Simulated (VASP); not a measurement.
Wanted: the native input for a VASP 6.6.1 run.

| Property | Result |
| --- | --- |
| Task | molecular dynamics |
| Functional | PBE |
| Potentials or basis | VASP PAW PBE potentials, release 64 (Mg, Li_sv) |
| Cutoff | 520 eV |
| k mesh | 1 × 1 × 1, shifted |
| Occupations | fermi-dirac, width 0.0698 eV |
| Spin | no spin polarisation |
| Dipole correction | no |
| Further INCAR settings | LREAL = Auto; ALGO = Normal; EDIFF = 1e-05; ISYM = 0; IBRION = 0; POTIM = 1.5; NSW = 40 |

The structure of Li5Mg11 lies in POSCAR:

```
Li5Mg11
1.0
    6.9874180000      0.1521120000      0.1432780000
    0.1521120000      7.2620990000     -0.0841100000
    0.1432780000     -0.0841100000      7.1109010000
Mg Li
11 5
Direct
    0.4978515769      0.8063831918      0.1914896083
    0.7366843113      0.3927164515      0.1558179858
    0.9478980906      0.6847023002      0.7688522471
    0.0436863818      0.2239120080      0.8434649690
    0.1246119768      0.9119068550      0.4932972841
    0.3534973223      0.5637982587      0.9261031773
    0.2844027540      0.1773191277      0.2002169042
    0.8929867335      0.7791108718      0.1287048924
    0.6963711751      0.8065847000      0.5435064405
    0.3272258437      0.5413290200      0.4445455210
    0.4106152281      0.1510562383      0.5399292227
    0.7425852887      0.0076478570      0.8755585578
    0.3574340636      0.9215826300      0.8379915551
    0.6890974642      0.3766007300      0.7224433963
    0.8272735144      0.0898599042      0.3479876632
    0.9122301665      0.4562858482      0.4764026300
```

The input as run:

INCAR

```
SYSTEM = Li5Mg11
  ALGO = Normal
  EDIFF = 1E-5
  ENCUT = 520
  GGA = PE
  IBRION = 0
  ISIF = 2
  ISMEAR = -1
  ISYM = 0
  LANGEVIN_GAMMA = 30 30
  LASPH = .TRUE.
  LCHARG = .FALSE.
  LREAL = Auto
  LWAVE = .FALSE.
  MDALGO = 3
  NELM = 100
  NELMIN = 4
  NSW = 40
  POTIM = 1.5
  PREC = Accurate
  RANDOM_SEED = 60269 0 0
  SIGMA = 0.0698
  TEBEG = 810.0
  TEEND = 810.0
```

KPOINTS

```
Automatic mesh
0
Gamma
  1 1 1
  0.25 0.25 0.25
```

Potentials or basis: VASP PAW PBE potentials, release 64 (Mg, Li_sv).

Run with:

```bash
$ cat potpaw_PBE.64/Mg/POTCAR potpaw_PBE.64/Li_sv/POTCAR > POTCAR
$ mpirun -np 1 vasp_std > vasp.out
```

Wall time 22 min on 1 thread of Intel Xeon 8259CL, with other jobs on the host, peak memory 0.44 GiB.
